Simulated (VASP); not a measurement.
A run of VASP 6.6.1 is set up as follows.

INCAR

```
SYSTEM = SiC
  PREC = Accurate
  ENCUT = 600
  EDIFF = 1E-6
  ISMEAR = -1
  SIGMA = 0.05
  LREAL = .False.
  LASPH = .True.
  NELM = 120
  ALGO = Normal
  ISIF = 2
  LWAVE = .False.
  LCHARG = .False.
  GGA = PE
  NBANDS = 11
  GGA_COMPAT = .False.
```

File KPOINTS:

```
regular mesh
0
Gamma
  3 3 3
  0 0 0
```

The input POSCAR:

```
SiC
1.0
    0.0000000000      2.1790000000      2.1790000000
    2.1790000000      0.0000000000      2.1790000000
    2.1790000000      2.1790000000      0.0000000000
Si C
1 1
Direct
    0.0000000000      0.0000000000      0.0000000000
    0.7500000000      0.7500000000      0.7500000000
```

Potentials or basis: VASP PAW PBE potentials, release 64 (Si, C).

Launch:

```console
$ cat potpaw_PBE.64/Si/POTCAR potpaw_PBE.64/C/POTCAR > POTCAR
$ mpirun -np 1 vasp_std > vasp.out
```

(1) Estimate the band gap on the k mesh.

(2) Predict the pressure.

## Answers

(1) 2.50 eV (least direct gap 5.15 eV).

(2) 4.7 GPa.

Caveat: the k points lie up to 0.83 Å⁻¹ apart; an odd mesh through Γ misses points on the zone boundary, where band edges can lie.
